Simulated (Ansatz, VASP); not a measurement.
# ScPt3S: VASP beside Ansatz

File INCAR:

```
SYSTEM = ScPt3S
PREC     = Accurate       ! precision mode
ENCUT    = 520            ! plane-wave cutoff, eV
EDIFF    = 1E-7           ! SCF threshold, eV
ISMEAR   = 0              ! smearing method
SIGMA    = 0.1            ! smearing width, eV
LREAL    = .False.        ! projectors in reciprocal space
LASPH    = .True.         ! aspherical terms in the spheres
NELM     = 80             ! most SCF steps
ALGO     = Normal         ! electronic algorithm
ISIF     = 2              ! what is computed and relaxed
LWAVE    = .False.        ! write WAVECAR
LCHARG   = .True.         ! write CHGCAR
GGA      = PE             ! functional
LELF     = .True.         ! ELF
LVHAR    = .True.       
NBANDS   = 32             ! bands
```

File KPOINTS:

```
Automatic mesh
0
Gamma
  6 6 4
  0 0 0
```

File POSCAR:

```
ScPt3S
1.0
    4.2542219800      0.0000000000      0.0000000000
   -2.1271109900      3.6842643000      0.0000000000
    0.0000000000      0.0000000000      5.2520295000
Sc Pt S
1 3 1
Direct
    0.3333333300      0.6666666700      0.5000000000
    0.0000000000      0.0000000000      0.7552470000
    0.0000000000      0.0000000000      0.2447530000
    0.6666666700      0.3333333300      0.5000000000
    0.6666666700      0.3333333300      0.0000000000
```

Input for Ansatz:

```yaml
crystal:
  lattice:
    - [4.25422198, 0.0, 0.0]
    - [-2.12711099, 3.6842643, 0.0]
    - [0.0, 0.0, 5.2520295]
  atoms:
    - { symbol: Sc, position: [0.33333333, 0.66666667, 0.5] }
    - { symbol: Pt, position: [0.0, 0.0, 0.755247] }
    - { symbol: Pt, position: [0.0, 0.0, 0.244753] }
    - { symbol: Pt, position: [0.66666667, 0.33333333, 0.5] }
    - { symbol: S, position: [0.66666667, 0.33333333, 0.0] }
basis:
  ecutwfc: 420
kpoints:
  mp_grid: { grid: [6, 6, 4] }
hamiltonian:
  xc: pbe
scf:
  occupations: { method: gaussian, width: 0.1 }
  lower_state_search: "off"
output:
  forces: true
  stress: true
  eigenvalues: true
```

Change from the starting cell: species swapped into the GaNi3As type (P-6m2, No. 187).

Alike in both runs: task single point; functional PBE; k mesh 6 × 6 × 4; occupations gaussian, width 0.1 eV; no spin polarisation.

|  | VASP | Ansatz |
| --- | --- | --- |
| version | VASP 6.6.1 | Ansatz 0.2.0 |
| potentials or method | VASP PAW PBE potentials, release 64 (Sc_sv, Pt, S), cutoff 520 eV | scalar-relativistic, plane waves, PAW |
| valence electrons in the cell | 47 | 71 |

Ansatz gave:

```
gap on the k mesh at the Fermi level (eV)                     : none
pressure (GPa)                                                : 20.8
traceless stress, the component that is largest in VASP (GPa) : -4.72
rms of the force components (eV/Å)                            : 0.009
```

Task: Estimate VASP's values.

Result: gap on the k mesh at the Fermi level (eV): none; pressure (GPa): 21.0; traceless stress, the component that is largest in VASP (GPa): -5.07; rms of the force components (eV/Å): 0.016.

Atom by atom the forces differ by 0.006 eV/Å (rms over components). A gap of «none» marks a metal or a gap that the smearing closes. VASP's potentials hold 47 valence electrons a cell and Ansatz's 71, so a difference there can come from the potentials and not from the codes.

Spin-orbit coupling is off throughout.
